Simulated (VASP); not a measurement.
A run of VASP 6.6.1 is set up as follows.

File INCAR:

```
PREC = Accurate ; ENCUT = 520
EDIFF = 1E-6 ; ISMEAR = -1
SIGMA = 0.1 ; LREAL = F
LASPH = T ; NELM = 60
ALGO = Normal ; ISIF = 2
LWAVE = F ; LCHARG = F
GGA = B5 ; ALDAX = 1.0
AGGAX = 1.0 ; AGGAC = 1.0
ALDAC = 0.0 ; NBANDS = 9
```

Contents of KPOINTS:

```
Automatic mesh
0
Gamma
  30 30 15
```

File POSCAR:

```
Be
1.0
   -1.5294060296      1.2530205847      1.1184799294
    1.2530205847     -1.5294060296      1.1184799294
    2.7486641401      2.7486641401     -1.6246803780
Be
2
Direct
    0.9583748408      0.0416251592      0.0000000000
    0.7916251592      0.2083748408      0.5000000000
```

Potentials or basis: VASP PAW PBE potentials, release 64 (Be).

The run is started by

```bash
$ cat potpaw_PBE.64/Be/POTCAR > POTCAR
$ mpirun -np 1 vasp_std > vasp.out
```

Estimate the pressure.

0.1 GPa.

Estimate the band gap on the k mesh.

zero (band 2 reaches 8.45 eV, above the bottom of band 3 at 6.27 eV).

Stress tensor (GPa, compression positive):
```
 0.12  0.17 -0.01
 0.17  0.12 -0.01
-0.01 -0.01  0.02
```

Caveat: the PAW data sets were made with another functional, which shifts forces and pressure a little.
